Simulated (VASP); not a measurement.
Input of a VASP 6.6.1 run:

INCAR

```
SYSTEM = In3Se
ALGO     = Normal         ! electronic algorithm
EDIFF    = 1E-6           ! SCF threshold, eV
ENCUT    = 520            ! plane-wave cutoff, eV
GGA      = PS             ! functional
ISIF     = 2              ! what is computed and relaxed
ISMEAR   = 0              ! smearing method
LASPH    = .True.         ! aspherical terms in the spheres
LCHARG   = .False.        ! write CHGCAR
LREAL    = .False.        ! projectors in reciprocal space
LWAVE    = .False.        ! write WAVECAR
NBANDS   = 30             ! bands
NELM     = 60             ! most SCF steps
PREC     = Accurate       ! precision mode
SIGMA    = 0.1            ! smearing width, eV
```

The input KPOINTS:

```
k-points
0
Gamma
  10 10 10
  0 0 0
```

Contents of POSCAR:

```
In3Se
1.0
    4.8037580000      0.0000000000      0.0000000000
    0.0000000000      4.8037580000      0.0000000000
    0.0000000000      0.0000000000      4.8037580000
In Se
3 1
Direct
    0.0000000000      0.5000000000      0.5000000000
    0.5000000000      0.0000000000      0.5000000000
    0.5000000000      0.5000000000      0.0000000000
    0.0000000000      0.0000000000      0.0000000000
```

Potentials or basis: VASP PAW PBE potentials, release 64 (In_d, Se).

Command:

```sh
$ cat potpaw_PBE.64/In_d/POTCAR potpaw_PBE.64/Se/POTCAR > POTCAR
$ mpirun -np 1 vasp_std > vasp.out
```

**Question.** Predict the pressure.

**Answer.** -3.0 GPa.

Caveat: the PAW data sets were made with another functional, which shifts forces and pressure a little.
